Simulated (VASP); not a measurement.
# Ta2N (P-3m1) in VASP: notebook

Ta2N is run at these levels: PBEsol; tasks: single point, relaxation of cell and atoms.

Everything below comes from runs of VASP 6.6.1. Logs are shortened: lines on timing, memory, paths and dates and some standing lists are left out, and cuts for length are marked.

## Step 1: The cell of the first run

It takes space group P-3m1 (No. 164, trigonal). Conventional cell: a = 3.113 Å, b = 3.113 Å, c = 4.870 Å, α = 90.00°, β = 90.00°, γ = 120.00°. Within 3.2 Å of Ta (site symmetry 3m) lie 3 N at 2.18 Å and 12 Ta at 2.99 to 3.11 Å. N (site symmetry -3m) has 6 Ta at 2.18 Å within 2.9 Å.

## Step 2: Single point, PBEsol

INCAR reads:

```
  PREC = Accurate
  ENCUT = 520
  EDIFF = 1E-6
  ISMEAR = 0
  SIGMA = 0.1
  LREAL = False
  LASPH = True
  NELM = 80
  ALGO = Normal
  ISIF = 2
  LWAVE = False
  LCHARG = True
  GGA = PS
  LELF = True
  LVHAR = True
  NBANDS = 20
```

KPOINTS reads:

```
Automatic mesh
0
Gamma
  6 6 4
```

POSCAR reads:

```
Ta2N
1.0
    3.1128615100      0.0000000000      0.0000000000
   -1.5564307500      2.6958171400      0.0000000000
    0.0000000000      0.0000000000      4.8698410000
Ta N
2 1
Direct
    0.6666666700      0.3333333300      0.7452890000
    0.3333333300      0.6666666700      0.2547110000
    0.0000000000      0.0000000000      0.0000000000
```

Potentials or basis: VASP PAW PBE potentials, release 64 (Ta_pv, N).

On the command line:

```console
$ cat potpaw_PBE.64/Ta_pv/POTCAR potpaw_PBE.64/N/POTCAR > POTCAR
$ mpirun -np 1 vasp_std > vasp.out
```

OUTCAR:

```text
PREC = Accurate
   ENCUT = 520
   EDIFF = 1E-6
   ISMEAR = 0
   LREAL = False
   LASPH = True
   NELM = 80
   ISIF = 2
   GGA = PS

 ion  position               nearest neighbor table
   1  0.667  0.333  0.745-   3 2.18   3 2.18   3 2.18   2 2.99   2 2.99   2 2.99   2 3.06   2 3.06
                             2 3.06
   2  0.333  0.667  0.255-   3 2.18   3 2.18   3 2.18   1 2.99   1 2.99   1 2.99   1 3.06   1 3.06
                             1 3.06
   3  0.000  0.000  0.000-   1 2.18   2 2.18   2 2.18   1 2.18   1 2.18   2 2.18

  LATTYP: Found a hexagonal cell.
 ALAT       =     3.1128615100
 C/A-ratio  =     1.5644258456

  Lattice vectors:

 A1 = (   3.1128615100,   0.0000000000,   0.0000000000)
 A2 = (  -1.5564307500,   2.6958171400,   0.0000000000)
 A3 = (   0.0000000000,   0.0000000000,   4.8698410000)

Analysis of symmetry for initial positions (statically):
=====================================================================
 Subroutine PRICEL returns:
 Original cell was already a primitive cell.

 Routine SETGRP: Setting up the symmetry group for a
 hexagonal supercell.

 Subroutine GETGRP returns: Found 12 space group operations
 (whereof 12 operations were pure point group operations)
 out of a pool of 24 trial point group operations.

The static configuration has the point symmetry D_3d.

Analysis of symmetry for dynamics (positions and initial velocities):
=====================================================================
 Subroutine PRICEL returns:
 Original cell was already a primitive cell.

 Routine SETGRP: Setting up the symmetry group for a
 hexagonal supercell.

 Subroutine GETGRP returns: Found 12 space group operations
 (whereof 12 operations were pure point group operations)
 out of a pool of 24 trial point group operations.

The dynamic configuration has the point symmetry D_3d.

 Subroutine INISYM returns: Found 12 space group operations
 (whereof 12 operations are pure point group operations),
 and found     1 'primitive' translations

----------------------------------------------------------------------------------------

                                     Primitive cell

  volume of cell :      40.8663

  direct lattice vectors                    reciprocal lattice vectors
     3.112861510  0.000000000  0.000000000     0.321247828  0.185472520  0.000000000
    -1.556430750  2.695817140  0.000000000     0.000000000  0.370945041  0.000000000
     0.000000000  0.000000000  4.869841000     0.000000000  0.000000000  0.205345513

  length of vectors
     3.112861510  3.112861502  4.869841000     0.370945040  0.370945041  0.205345513

  position of ions in fractional coordinates (direct lattice)
     0.666666670  0.333333330  0.745289000
     0.333333330  0.666666670  0.254711000
     0.000000000  0.000000000  0.000000000

  ion indices of the primitive-cell ions
   primitive index   ion index
                 1           1
                 2           2
                 3           3

----------------------------------------------------------------------------------------

 KPOINTS: Automatic mesh

Automatic generation of k-mesh.
 Grid dimensions read from file:
 generate k-points for:    6    6    4

 Generating k-lattice:

  Cartesian coordinates                     Fractional coordinates (reciprocal lattice)
     0.053541305  0.030912087  0.000000000     0.166666667  0.000000000  0.000000000
     0.000000000  0.061824174  0.000000000     0.000000000  0.166666667  0.000000000
     0.000000000  0.000000000  0.051336378     0.000000000  0.000000000  0.250000000

  Length of vectors
     0.061824173  0.061824174  0.051336378

  Shift w.r.t. Gamma in fractional coordinates (k-lattice)
     0.000000000  0.000000000  0.000000000

 Subroutine IBZKPT returns following result:
 ===========================================

 Found     24 irreducible k-points:

 Following reciprocal coordinates:
            Coordinates               Weight
  0.000000  0.000000  0.000000      1.000000
  0.166667  0.000000  0.000000      6.000000
[... 52 lines left out ...]
      6     -27.4746      2.00000
[... 12 lines left out ...]
     19      11.7725      0.00000
     20      12.0234      0.00000

 k-point     6 :       0.3333    0.1667    0.0000
  band No.  band energies     occupation
      1     -28.1667      2.00000
      2     -27.9938      2.00000
      3     -27.9124      2.00000
      4     -27.8431      2.00000
      5     -27.6520      2.00000
      6     -27.6014      2.00000
[... 12 lines left out ...]
     19      12.0387      0.00000
     20      12.5922      0.00000

 k-point     7 :       0.3333    0.3333    0.0000
  band No.  band energies     occupation
      1     -28.1574      2.00000
      2     -27.9363      2.00000
      3     -27.9363      2.00000
      4     -27.8067      2.00000
      5     -27.7456      2.00000
      6     -27.7456      2.00000
[... 12 lines left out ...]
     19      11.0483      0.00000
     20      14.4149      0.00000
[... 277 lines left out ...]
 k-point    20 :       0.3333    0.0000    0.5000
  band No.  band energies     occupation
      1     -28.1863      2.00000
      2     -28.1128      2.00000
      3     -27.6585      2.00000
      4     -27.6469      2.00000
      5     -27.6380      2.00000
      6     -27.6160      2.00000
[... 12 lines left out ...]
     19      11.3952      0.00000
     20      13.0660      0.00000

 k-point    21 :       0.5000    0.0000    0.5000
  band No.  band energies     occupation
      1     -28.2961      2.00000
      2     -28.2486      2.00000
      3     -27.6900      2.00000
      4     -27.6823      2.00000
      5     -27.6225      2.00000
      6     -27.6069      2.00000
[... 12 lines left out ...]
     19      11.6993      0.00000
     20      13.6815      0.00000

 k-point    22 :       0.1667    0.1667    0.5000
  band No.  band energies     occupation
      1     -28.1086      2.00000
      2     -28.0243      2.00000
      3     -27.7076      2.00000
      4     -27.6981      2.00000
      5     -27.5952      2.00000
      6     -27.5810      2.00000
[... 12 lines left out ...]
     19      11.2064      0.00000
     20      11.5150      0.00000

 k-point    23 :       0.3333    0.1667    0.5000
  band No.  band energies     occupation
      1     -28.2236      2.00000
      2     -28.1770      2.00000
      3     -27.8185      2.00000
      4     -27.8095      2.00000
      5     -27.5671      2.00000
      6     -27.5613      2.00000
[... 12 lines left out ...]
     19      11.7831      0.00000
     20      12.9701      0.00000

 k-point    24 :       0.3333    0.3333    0.5000
  band No.  band energies     occupation
      1     -28.1317      2.00000
      2     -28.1317      2.00000
      3     -28.0102      2.00000
      4     -27.9601      2.00000
      5     -27.5389      2.00000
      6     -27.5389      2.00000
[... 12 lines left out ...]
     19      12.7737      0.00000
     20      12.8583      0.00000

------------------------ aborting loop because EDIFF is reached ----------------------------------------

  FORCE on cell =-STRESS in cart. coord.  units (eV):
  Direction    XX          YY          ZZ          XY          YZ          ZX
  --------------------------------------------------------------------------------------
  -------------------------------------------------------------------------------------
  Total       -2.1796952     -2.1796951     -2.1943976     -0.0000000      0.0000000     -0.0000000
  in kB      -85.4557577    -85.4557573    -86.0321723     -0.0000002      0.0000000     -0.0000000
  external PRESSURE =     -85.6478958 kB  Pullay stress =       0.0000000 kB

 VOLUME and BASIS-vectors are now :
 -----------------------------------------------------------------------------
  energy-cutoff  :      520.00
  volume of cell :       40.87
      direct lattice vectors                 reciprocal lattice vectors
     3.112861510  0.000000000  0.000000000     0.321247828  0.185472520  0.000000000
    -1.556430750  2.695817140  0.000000000     0.000000000  0.370945041  0.000000000
     0.000000000  0.000000000  4.869841000     0.000000000  0.000000000  0.205345513

 POSITION                                       TOTAL-FORCE (eV/Angst)
 -----------------------------------------------------------------------------------
      1.55643      0.89861      3.62944         0.000000     -0.000000      0.503736
     -0.00000      1.79721      1.24040        -0.000000      0.000000     -0.503736
      0.00000      0.00000      0.00000        -0.000000      0.000000      0.000000
 -----------------------------------------------------------------------------------
    total drift:                               -0.000000     -0.000000      0.000000

  FREE ENERGIE OF THE ION-ELECTRON SYSTEM (eV)
  ---------------------------------------------------
  free  energy   TOTEN  =       -36.4533097408 eV

  energy  without entropy=      -36.4475137365  energy(sigma->0) =      -36.45041174
```

It took 12 s on 1 thread of Intel Xeon Platinum 8488C (Sapphire Rapids), shared host; peak memory 0.16 GiB.

What came out:

* Free energy: -36.4533 eV
* Pressure: -8.6 GPa
* Largest force: 0.504 eV/Å
* Band gap on the k mesh: zero (an odd number of electrons rules out a gap without spin polarisation)

Forces on the atoms (eV/Å):
```
Ta   0.000  0.000  0.504
Ta   0.000  0.000 -0.504
N    0.000  0.000  0.000
```

Levels at points of the mesh, in eV from the Fermi level:
| k point | band 9 | band 10 | band 11 | band 12 | band 13 | band 14 | band 15 | band 16 | band 17 | band 18 |
| --- | --- | --- | --- | --- | --- | --- | --- | --- | --- | --- |
| (0.00, 0.00, 0.00) | -6.12 | -6.12 | -5.02 | -0.76 | -0.33 | -0.33 | 0.18 | 0.18 | 0.22 | 1.08 |
| (0.50, 0.00, 0.00) | -6.60 | -6.43 | -4.62 | -2.68 | -1.44 | 1.68 | 1.81 | 3.61 | 3.88 | 4.13 |
| (0.00, 0.00, 0.50) | -6.29 | -6.29 | -2.94 | -2.70 | -1.21 | -1.21 | 1.71 | 1.81 | 2.18 | 2.18 |
| (0.50, 0.00, 0.50) | -6.75 | -6.17 | -3.37 | -2.22 | -2.19 | -0.34 | 0.63 | 3.19 | 3.43 | 3.90 |

Caveat: the k points lie up to 0.39 Å⁻¹ apart, too coarse for converged energies and pressures of a metal; the PAW data sets were made with another functional, which shifts forces and pressure a little; spin-orbit coupling is left out, which moves the levels of the heavy elements.

## Step 3: Single point, PBEsol

This run uses another cell than the first one, of 13.22 Å³/atom.

INCAR reads:

```
SYSTEM = Ta2N
PREC = Accurate
ENCUT = 520
EDIFF = 1E-6
ISMEAR = 0
SIGMA = 0.1
LREAL = .FALSE.
LASPH = .TRUE.
NELM = 80
ALGO = Normal
ISIF = 2
LWAVE = .FALSE.
LCHARG = .TRUE.
GGA = PS
LELF = .TRUE.
LVHAR = .TRUE.
NBANDS = 20
```

KPOINTS reads:

```
regular mesh
0
G
  9 9 4
  0 0 0
```

POSCAR reads:

```
Ta2N
1.0
    3.0849617684     -0.0000000029      0.0000000000
   -1.5424808817      2.6716552626      0.0000000000
    0.0000000000      0.0000000000      4.8115718848
Ta N
2 1
Direct
    0.6666666667      0.3333333333      0.7479574794
    0.3333333333      0.6666666667      0.2520425206
    0.0000000000      0.0000000000      0.0000000000
```

Potentials or basis: VASP PAW PBE potentials, release 64 (Ta_pv, N).

On the command line:

```console
$ cat potpaw_PBE.64/Ta_pv/POTCAR potpaw_PBE.64/N/POTCAR > POTCAR
$ mpirun -np 1 vasp_std > vasp.out
```

Run time: 19 s. Hardware: 1 thread of Intel Xeon Platinum 8488C (Sapphire Rapids), shared host; peak memory 0.17 GiB.

It converged, with:

- Free energy: -36.4874 eV
- Pressure: 0.6 GPa
- Largest force: 0.063 eV/Å
- Band gap on the k mesh: zero (an odd number of electrons rules out a gap without spin polarisation)

Forces in eV/Å, atoms in the order of the input:
```
Ta   0.000  0.000 -0.063
Ta   0.000  0.000  0.063
N    0.000  0.000  0.000
```

Stress tensor (GPa, compression positive):
```
0.66 0.00 0.00
0.00 0.66 0.00
0.00 0.00 0.37
```

Levels at points of the mesh, in eV from the Fermi level:
```tsv
k point	band 10	band 11	band 12	band 13	band 14	band 15	band 16	band 17
(0.00, 0.00, 0.00)	-6.30	-4.87	-0.64	-0.25	-0.25	0.27	0.27	0.41
(0.00, 0.00, 0.50)	-6.47	-2.78	-2.66	-1.18	-1.18	1.90	2.03	2.34
```

Caveat: the PAW data sets were made with another functional, which shifts forces and pressure a little; spin-orbit coupling is left out, which moves the levels of the heavy elements.

## Step 4: Relaxation of cell and atoms, PBEsol

INCAR reads:

```
  PREC = Accurate
  ENCUT = 600
  EDIFF = 1E-7
  ISMEAR = 0
  SIGMA = 0.1
  LREAL = False
  LASPH = True
  NELM = 100
  ALGO = Normal
  ISIF = 3
  LWAVE = False
  LCHARG = False
  GGA = PS
  IBRION = 2
  NSW = 100
  EDIFFG = -0.05
```

KPOINTS reads:

```
Automatic mesh
0
Gamma
  9 9 4
```

POSCAR reads:

```
Ta2N
1.0
    3.1128615100      0.0000000000      0.0000000000
   -1.5564307500      2.6958171400      0.0000000000
    0.0000000000      0.0000000000      4.8698410000
Ta N
2 1
Direct
    0.6666666700      0.3333333300      0.7452890000
    0.3333333300      0.6666666700      0.2547110000
    0.0000000000      0.0000000000      0.0000000000
```

On the command line:

```console
$ cat potpaw_PBE.64/Ta_pv/POTCAR potpaw_PBE.64/N/POTCAR > POTCAR
$ mpirun -np 1 vasp_std > vasp.out
```

Wall time 2 min (1 thread of Intel Xeon Platinum 8488C (Sapphire Rapids), shared host); peak memory 0.2 GiB.

The run converged. Its results:

```
Free energy                           : -36.4913 eV
Relaxed volume                        : 13.23 Å³/atom
Relaxed cell                          : a = 3.085 Å, b = 3.085 Å, c = 4.814 Å, α = 90.00°, β = 90.00°, γ = 120.00°
Space group after relaxing (to 0.1 Å) : P-3m1 (No. 164)
Energy gained by relaxing             : 12.4 meV/atom
Ionic steps                           : 6
Pressure after relaxing               : 0.2 GPa
Largest force after relaxing          : 0.006 eV/Å
Band gap on the k mesh                : zero (an odd number of electrons rules out a gap without spin polarisation)
```

Forces on the atoms (eV/Å):
```
Ta   0.000  0.000 -0.006
Ta   0.000  0.000  0.006
N    0.000  0.000  0.000
```

Stress tensor (GPa, compression positive):
```
0.30 0.00 0.00
0.00 0.30 0.00
0.00 0.00 0.05
```

Step by step:
```
step  energy change (eV)  largest force (eV/Å)  pressure (GPa)  volume (Å³)
   1              0.0000                0.4227           -8.70        40.87
   2              0.2347                0.8900           29.70        36.65
   3             -0.0364                0.1295           -0.13        39.68
   4             -0.0364                0.1189            0.15        39.65
   5             -0.0364                0.1119            0.35        39.62
   6             -0.0371                0.0059            0.22        39.68
```

Final structure:
```cif
data_structure
_symmetry_space_group_name_H-M 'P 1'
_symmetry_Int_Tables_number 1
_cell_length_a 3.0849
_cell_length_b 3.0849
_cell_length_c 4.8141
_cell_angle_alpha 90.000
_cell_angle_beta 90.000
_cell_angle_gamma 120.000
_cell_volume 39.68
loop_
_atom_site_label
_atom_site_type_symbol
_atom_site_fract_x
_atom_site_fract_y
_atom_site_fract_z
_atom_site_occupancy
Ta1 Ta 0.66667 0.33333 0.74742 1
Ta2 Ta 0.33333 0.66667 0.25258 1
N1 N 0.00000 0.00000 0.00000 1
```

Levels at points of the mesh, in eV from the Fermi level:
| k point | band 9 | band 10 | band 11 | band 12 | band 13 | band 14 | band 15 | band 16 | band 17 |
| --- | --- | --- | --- | --- | --- | --- | --- | --- | --- |
| (0.00, 0.00, 0.00) | -6.28 | -6.28 | -4.88 | -0.66 | -0.25 | -0.25 | 0.26 | 0.26 | 0.39 |
| (0.00, 0.00, 0.50) | -6.45 | -6.45 | -2.81 | -2.66 | -1.18 | -1.18 | 1.89 | 2.04 | 2.34 |

Caveat: the PAW data sets were made with another functional, which shifts forces and pressure a little; spin-orbit coupling is left out, which moves the levels of the heavy elements.

## Step 5: Single point, PBEsol

This run uses another cell than the first one, of 13.20 Å³/atom.

INCAR reads:

```
SYSTEM = Ta2N
ALGO = Normal ; EDIFF = 1E-6
ENCUT = 520 ; GGA = PS
ISIF = 2 ; ISMEAR = 0
LASPH = .TRUE. ; LCHARG = .TRUE.
LELF = .TRUE. ; LREAL = .FALSE.
LVHAR = .TRUE. ; LWAVE = .FALSE.
NBANDS = 20 ; NELM = 100
PREC = Accurate ; SIGMA = 0.1
```

KPOINTS reads:

```
k-points
0
G
  15 15 10
  0 0 0
```

POSCAR reads:

```
Ta2N
1.0
    3.0783696599     -0.0000000029      0.0000000000
   -1.5391848274      2.6659463291      0.0000000000
    0.0000000000      0.0000000000      4.8237847429
Ta N
2 1
Direct
    0.6666666667      0.3333333333      0.7463735094
    0.3333333333      0.6666666667      0.2536264906
    0.0000000000      0.0000000000      0.0000000000
```

On the command line:

```console
$ cat potpaw_PBE.64/Ta_pv/POTCAR potpaw_PBE.64/N/POTCAR > POTCAR
$ mpirun -np 1 vasp_std > vasp.out
```

Run time: 97 s. Hardware: 1 thread of Intel Xeon Platinum 8488C (Sapphire Rapids), shared host; peak memory 0.28 GiB.

The run converged. Its results:

- Free energy: -36.4958 eV
- Pressure: 0.6 GPa
- Largest force: 0.054 eV/Å
- Band gap on the k mesh: zero (an odd number of electrons rules out a gap without spin polarisation)

Forces in eV/Å, atoms in the order of the input:
```
Ta   0.000  0.000 -0.054
Ta   0.000  0.000  0.054
N    0.000  0.000  0.000
```

Stress tensor (GPa, compression positive):
```
0.65 0.00 0.00
0.00 0.65 0.00
0.00 0.00 0.52
```

Levels at points of the mesh, in eV from the Fermi level:
| k point | band 11 | band 12 | band 13 | band 14 | band 15 | band 16 | band 17 | band 18 |
| --- | --- | --- | --- | --- | --- | --- | --- | --- |
| (0.00, 0.00, 0.00) | -4.90 | -0.71 | -0.26 | -0.26 | 0.29 | 0.29 | 0.36 | 1.25 |
| (0.00, 0.00, 0.50) | -2.89 | -2.66 | -1.17 | -1.17 | 1.87 | 2.08 | 2.35 | 2.35 |

Caveat: the PAW data sets were made with another functional, which shifts forces and pressure a little; spin-orbit coupling is left out, which moves the levels of the heavy elements.

## Step 6: Summary

| task | cell | k mesh | cutoff (eV) | gap on the mesh (eV) | pressure (GPa) | largest force (eV/Å) |
| --- | --- | --- | --- | --- | --- | --- |
| single point | a = 3.113, b = 3.113, c = 4.870 Å, angles 90.0, 90.0, 120.0°, 3 atoms, atomic positions A | 6 × 6 × 4 | 520 | none | -8.6 | 0.50 |
| single point | a = 3.085, b = 3.085, c = 4.812 Å, angles 90.0, 90.0, 120.0°, 3 atoms, atomic positions B | 9 × 9 × 4 | 520 | none | 0.6 | 0.06 |
| relaxation of cell and atoms | relaxed from a = 3.113, b = 3.113, c = 4.870 Å, angles 90.0, 90.0, 120.0°, 3 atoms, atomic positions A | 9 × 9 × 4 | 600 | none | 0.2 | 0.01 |
| single point | a = 3.078, b = 3.078, c = 4.824 Å, angles 90.0, 90.0, 120.0°, 3 atoms, atomic positions C | 15 × 15 × 10 | 520 | none | 0.6 | 0.05 |

Alike in all rows: level PBEsol; potentials or basis VASP PAW PBE potentials, release 64 (Ta_pv, N); no spin polarisation; smearing gaussian 0.1 eV.

Caveats: some runs use coarse meshes; the PAW data sets were made with another functional, which shifts forces and pressure a little; spin-orbit coupling is left out, which moves the levels of the heavy elements.

Absolute energies hang on the potentials; compare differences alone.
